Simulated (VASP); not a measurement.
# Ti in VASP: single point with PBE

Aim: the single point of Ti with PBE.

Everything below comes from runs of VASP 6.6.1. Logs are shortened: lines on timing, memory, paths and dates and some standing lists are left out, and cuts for length are marked.

## (1) The cell of the first run

The cell holds a slab with vacuum, 9 atoms: a = 2.832 Å, b = 7.932 Å, c = 18.579 Å, α = 90.00°, β = 90.00°, γ = 90.00°.

## (2) Single point, PBE

INCAR reads:

```
SYSTEM = Ti
ALGO = Normal ; DIPOL = 0.5 0.5 0.495
EDIFF = 1E-6 ; ENCUT = 520
GGA = PE ; IDIPOL = 3
ISIF = 2 ; ISMEAR = 0
LASPH = .True. ; LCHARG = .True.
LDIPOL = .True. ; LELF = .True.
LREAL = .False. ; LVACPOTAV = .True.
LVHAR = .True. ; LWAVE = .False.
NBANDS = 64 ; NELM = 60
PREC = Accurate ; SIGMA = 0.1
```

KPOINTS reads:

```
k-points
0
Gamma
  10 4 1
  0 0 0
```

POSCAR reads:

```
Ti
1.0
    2.8319727881      0.0000000000      0.0000000000
    0.0000000000      7.9316622551      0.0000000000
    0.0000000000      0.0000000000     18.5793473381
Ti
9
Direct
    0.0000000000      0.5000000000      0.3767624273
    0.5000000000      0.1666666667      0.3767624273
    0.5000000000      0.8333333333      0.3767624273
    0.0000000000      0.0000000000      0.4963249331
    0.5000000000      0.6684928875      0.4948893423
    0.5000000000      0.3315071125      0.4948893423
    0.0000000000      0.5000000000      0.6095280777
    0.5000000000      0.1666364294      0.6150315137
    0.5000000000      0.8333635706      0.6150315137
```

Potentials or basis: VASP PAW PBE potentials, release 64 (Ti_sv).

The run is started by

```sh
cat potpaw_PBE.64/Ti_sv/POTCAR > POTCAR
mpirun -np 1 vasp_std > vasp.out
```

OUTCAR:

```text
SYSTEM = Ti
   EDIFF = 1E-6
   ENCUT = 520
   GGA = PE
   ISIF = 2
   ISMEAR = 0
   LASPH = .True.
   LREAL = .False.
   NELM = 60
   PREC = Accurate

 ion  position               nearest neighbor table
   1  0.000  0.500  0.377-
   2  0.500  0.167  0.377-   6 2.55   3 2.64
   3  0.500  0.833  0.377-   5 2.55   2 2.64
   4  0.000  0.000  0.496-
   5  0.500  0.668  0.495-   3 2.55   9 2.59   6 2.67   7 2.89   7 2.89
   6  0.500  0.332  0.495-   2 2.55   8 2.59   5 2.67   7 2.89   7 2.89
   7  0.000  0.500  0.610-   5 2.89   6 2.89   5 2.89   6 2.89
   8  0.500  0.167  0.615-   6 2.59   9 2.64
   9  0.500  0.833  0.615-   5 2.59   8 2.64

  LATTYP: Found a simple orthorhombic cell.
 ALAT       =     2.8319727881
 B/A-ratio  =     2.8007551091
 C/A-ratio  =     6.5605670422

  Lattice vectors:

 A1 = (   2.8319727881,   0.0000000000,   0.0000000000)
 A2 = (   0.0000000000,   7.9316622551,   0.0000000000)
 A3 = (   0.0000000000,   0.0000000000,  18.5793473381)

Analysis of symmetry for initial positions (statically):
=====================================================================
 Subroutine PRICEL returns:
 Original cell was already a primitive cell.

 Routine SETGRP: Setting up the symmetry group for a
 simple orthorhombic supercell.

 Subroutine GETGRP returns: Found  4 space group operations
 (whereof  4 operations were pure point group operations)
 out of a pool of  8 trial point group operations.

The static configuration has the point symmetry C_2v.

Analysis of symmetry for dynamics (positions and initial velocities):
=====================================================================
 Subroutine PRICEL returns:
 Original cell was already a primitive cell.

 Routine SETGRP: Setting up the symmetry group for a
 simple orthorhombic supercell.

 Subroutine GETGRP returns: Found  4 space group operations
 (whereof  4 operations were pure point group operations)
 out of a pool of  8 trial point group operations.

The dynamic configuration has the point symmetry C_2v.

 Subroutine INISYM returns: Found  4 space group operations
 (whereof  4 operations are pure point group operations),
 and found     1 'primitive' translations

----------------------------------------------------------------------------------------

                                     Primitive cell

  volume of cell :     417.3340

  direct lattice vectors                    reciprocal lattice vectors
     2.831972788  0.000000000  0.000000000     0.353110738  0.000000000  0.000000000
     0.000000000  7.931662255  0.000000000     0.000000000  0.126076977  0.000000000
     0.000000000  0.000000000 18.579347338     0.000000000  0.000000000  0.053823204

  length of vectors
     2.831972788  7.931662255 18.579347338     0.353110738  0.126076977  0.053823204

  position of ions in fractional coordinates (direct lattice)
     0.000000000  0.500000000  0.376762427
     0.500000000  0.166666667  0.376762427
     0.500000000  0.833333333  0.376762427
     0.000000000  0.000000000  0.496324933
     0.500000000  0.668492888  0.494889342
     0.500000000  0.331507112  0.494889342
     0.000000000  0.500000000  0.609528078
     0.500000000  0.166636429  0.615031514
     0.500000000  0.833363571  0.615031514

  ion indices of the primitive-cell ions
   primitive index   ion index
                 1           1
                 2           2
                 3           3
                 4           4
                 5           5
                 6           6
                 7           7
                 8           8
                 9           9

----------------------------------------------------------------------------------------

 KPOINTS: k-points

Automatic generation of k-mesh.
 Grid dimensions read from file:
 generate k-points for:   10    4    1

 Generating k-lattice:

  Cartesian coordinates                     Fractional coordinates (reciprocal lattice)
     0.035311074  0.000000000  0.000000000     0.100000000  0.000000000  0.000000000
     0.000000000  0.031519244  0.000000000     0.000000000  0.250000000  0.000000000
     0.000000000  0.000000000  0.053823204     0.000000000  0.000000000  1.000000000

  Length of vectors
     0.035311074  0.031519244  0.053823204

  Shift w.r.t. Gamma in fractional coordinates (k-lattice)
     0.000000000  0.000000000  0.000000000

 Subroutine IBZKPT returns following result:
 ===========================================

 Found     18 irreducible k-points:

 Following reciprocal coordinates:
            Coordinates               Weight
  0.000000  0.000000  0.000000      1.000000
  0.100000  0.000000  0.000000      2.000000
  0.200000  0.000000  0.000000      2.000000
  0.300000  0.000000  0.000000      2.000000
  0.400000  0.000000  0.000000      2.000000
  0.500000  0.000000  0.000000      1.000000
[... 10 lines left out ...]
  0.400000  0.500000  0.000000      2.000000
  0.500000  0.500000  0.000000      1.000000
   k-points           NKPTS =     18   k-points in BZ     NKDIM =     18   number of bands    NBANDS=     64
   number of dos      NEDOS =    301   number of ions     NIONS =      9
   total plane-waves  NPLWV = 201600
   dimension x,y,z NGX =    24 NGY =   60 NGZ =  140
   dimension x,y,z NGXF=    48 NGYF=  120 NGZF=  280
   ions per type =               9
   NGX,Y,Z   is equivalent  to a cutoff of  14.09, 12.58, 12.53 a.u.
   NGXF,Y,Z  is equivalent  to a cutoff of  28.18, 25.15, 25.05 a.u.
 SYSTEM =  Ti
   PREC   = accura    normal or accurate (medium, high low for compatibility)
   ISTART =      0    job   : 0-new  1-cont  2-samecut
   ICHARG =      2    charge: 1-file 2-atom 10-const
   ISPIN  =      1    spin polarized calculation?
   LNONCOLLINEAR =      F non collinear calculations
   LSORBIT =      F    spin-orbit coupling
   LASPH  =      T    aspherical Exc in radial PAW
   ENCUT  =  520.0 eV  38.22 Ry    6.18 a.u.   5.27 14.75 34.55*2*pi/ulx,y,z
   NELM   =     60;   NELMIN=  2; NELMDL= -5     # of ELM steps
   EDIFF  = 0.1E-05   stopping-criterion for ELM
   LREAL  =      F    real-space projection
   EDIFFG = 0.1E-04   stopping-criterion for IOM
   NSW    =      0    number of steps for IOM
   IBRION =     -1    ionic relax: 0-MD 1-quasi-New 2-CG
   NFREE  =      0    steps in history (QN), initial steepest desc. (CG)
   ISIF   =      2    stress and relaxation
   ISYM   =      2    0-nonsym 1-usesym 2-fastsym
   POTIM  = 0.5000    time-step for ionic-motion
   TEBEG  =    0.0;   TEEND  =   0.0 temperature during run
   PSTRESS=    0.0 pullay stress
   NELECT =     108.0000    total number of electrons
   NUPDOWN=      -1.0000    fix difference up-down
   EMIN   =  10.00;   EMAX   =-10.00  energy-range for DOS
   EFERMI =   0.00;   METHOD = LEGACY
   ISMEAR =     0;   SIGMA  =   0.10  broadening in eV -4-tet -1-fermi 0-gaus
   EFERMI_NEDOS =   21; number of points for ismear=-14 and -15
   IALGO  =     38    algorithm
   IMIX   =      4    mixing-type and parameters
     AMIX     =   0.40;   BMIX     =  1.00
     AMIX_MAG =   1.60;   BMIX_MAG =  1.00
  volume/ion in A,a.u.               =      46.37       312.92
  Fermi-wavevector in a.u.,A,eV,Ry     =   1.043249  1.971456 14.808165  1.088369
  Thomas-Fermi vector in A             =   2.177950
   LORBIT       =      0    0 simple, 1 ext, 2 COOP (PROOUT), +10 PAW based schemes
   GGA     = PE    functional components
   LHFCALC =     F    Hartree Fock is set to
   AEXX    =    0.0000 exact exchange contribution
   IVDW    =     0    specifies the selected vdW correction
   LEPSILON=     F    determine dielectric tensor
   LRPA    =     F    only Hartree local field effects (RPA)
 non-spin polarized calculation
 Gauss-broadening in eV      SIGMA  =   0.10
  energy-cutoff  :      520.00
  volume of cell :      417.33
 maximum number of plane-waves:     11270
 NGX is ok and might be reduce to    24
   NGX = 11   NGY = 29   NGZ = 69

 dipolmoment           0.000000      0.000000     -0.000768 electrons x Angstroem

 number of electron     107.9999973 magnetization

 dipolmoment           0.000000      0.000000      0.001365 electrons x Angstroem

 Free energy of the ion-electron system (eV)
  ---------------------------------------------------
  ext. energy  EPLUGINS =         0.00000000
  ---------------------------------------------------
  free energy    TOTEN  =       -64.72260206 eV

  energy without entropy =      -64.63804463  energy(sigma->0) =      -64.68032334

 E-fermi :   0.5486     XC(G=0):  -5.3379

 val. band max:        0.5463680757   @ k =   0.3000   0.0000   0.0000
 cond. band min:       0.5668746734   @ k =   0.3000   0.2500   0.0000
 fundamental gap:      0.0205065977
 Fermi energy:         0.5485986145

 k-point     1 :       0.0000    0.0000    0.0000
  band No.  band energies     occupation
      1     -56.4854      2.00000
      2     -56.4358      2.00000
      3     -56.2014      2.00000
      4     -56.1738      2.00000
      5     -56.1340      2.00000
      6     -56.1153      2.00000
[... 56 lines left out ...]
     63       1.6154      0.00000
     64       1.7363      0.00000

 k-point     2 :       0.1000    0.0000    0.0000
  band No.  band energies     occupation
      1     -56.4800      2.00000
      2     -56.4303      2.00000
      3     -56.1953      2.00000
      4     -56.1687      2.00000
      5     -56.1289      2.00000
      6     -56.1102      2.00000
[... 56 lines left out ...]
     63       1.4213      0.00000
     64       1.5874      0.00000

 k-point     3 :       0.2000    0.0000    0.0000
  band No.  band energies     occupation
      1     -56.4659      2.00000
      2     -56.4159      2.00000
      3     -56.1793      2.00000
      4     -56.1550      2.00000
      5     -56.1153      2.00000
      6     -56.0968      2.00000
[... 994 lines left out ...]
     63       1.6512      0.00000
     64       1.7769      0.00000

 k-point    18 :       0.5000    0.5000    0.0000
  band No.  band energies     occupation
      1     -56.4287      2.00000
      2     -56.3778      2.00000
      3     -56.1348      2.00000
      4     -56.1181      2.00000
      5     -56.0827      2.00000
      6     -56.0621      2.00000
[... 56 lines left out ...]
     63       1.7662      0.00000
     64       1.8381      0.00000

------------------------ aborting loop because EDIFF is reached ----------------------------------------

  FORCE on cell =-STRESS in cart. coord.  units (eV):
  Direction    XX          YY          ZZ          XY          YZ          ZX
  --------------------------------------------------------------------------------------
  -------------------------------------------------------------------------------------
  Total       -5.2185197     -1.6819282     -0.2283272      0.0000000      0.0000000      0.0000000
  in kB      -20.0342998     -6.4570520     -0.8765656      0.0000000      0.0000000      0.0000000
  external PRESSURE =      -9.1226391 kB  Pullay stress =       0.0000000 kB

 VOLUME and BASIS-vectors are now :
 -----------------------------------------------------------------------------
  energy-cutoff  :      520.00
  volume of cell :      417.33
      direct lattice vectors                 reciprocal lattice vectors
     2.831972788  0.000000000  0.000000000     0.353110738  0.000000000  0.000000000
     0.000000000  7.931662255  0.000000000     0.000000000  0.126076977  0.000000000
     0.000000000  0.000000000 18.579347338     0.000000000  0.000000000  0.053823204

 POSITION                                       TOTAL-FORCE (eV/Angst)
 -----------------------------------------------------------------------------------
      0.00000      3.96583      7.00000         0.000000      0.000000      0.175210
      1.41599      1.32194      7.00000         0.000000     -0.013374     -0.068304
      1.41599      6.60972      7.00000         0.000000      0.013374     -0.068304
      0.00000      0.00000      9.22139         0.000000      0.000000     -0.000615
      1.41599      5.30226      9.19472         0.000000     -0.015545      0.000935
      1.41599      2.62940      9.19472         0.000000      0.015545      0.000935
      0.00000      3.96583     11.32463         0.000000      0.000000     -0.021487
      1.41599      1.32170     11.42688         0.000000      0.015543     -0.009185
      1.41599      6.60996     11.42688         0.000000     -0.015543     -0.009185
 -----------------------------------------------------------------------------------
    total drift:                                0.000000      0.000000      0.000349

  FREE ENERGIE OF THE ION-ELECTRON SYSTEM (eV)
  ---------------------------------------------------
  free  energy   TOTEN  =       -64.7226020579 eV

  energy  without entropy=      -64.6380446297  energy(sigma->0) =      -64.68032334

 vacuum level on the upper side and lower side of the slab         4.883         4.872
```

Run time: 13 min. Hardware: 1 thread of Intel Xeon Platinum 8488C (Sapphire Rapids), shared host; peak memory 0.63 GiB.

What came out:

| Property | Result |
| --- | --- |
| Free energy | -64.7226 eV |
| Largest force | 0.175 eV/Å |
| Band gap on the k mesh | zero (bands 54 and 55 overlap by 0.40 eV) |

Forces on the atoms (eV/Å):
```
Ti   0.000  0.000  0.175
Ti   0.000 -0.013 -0.068
Ti   0.000  0.013 -0.068
Ti   0.000  0.000 -0.001
Ti   0.000 -0.016  0.001
Ti   0.000  0.016  0.001
Ti   0.000  0.000 -0.021
Ti   0.000  0.016 -0.009
Ti   0.000 -0.016 -0.009
```
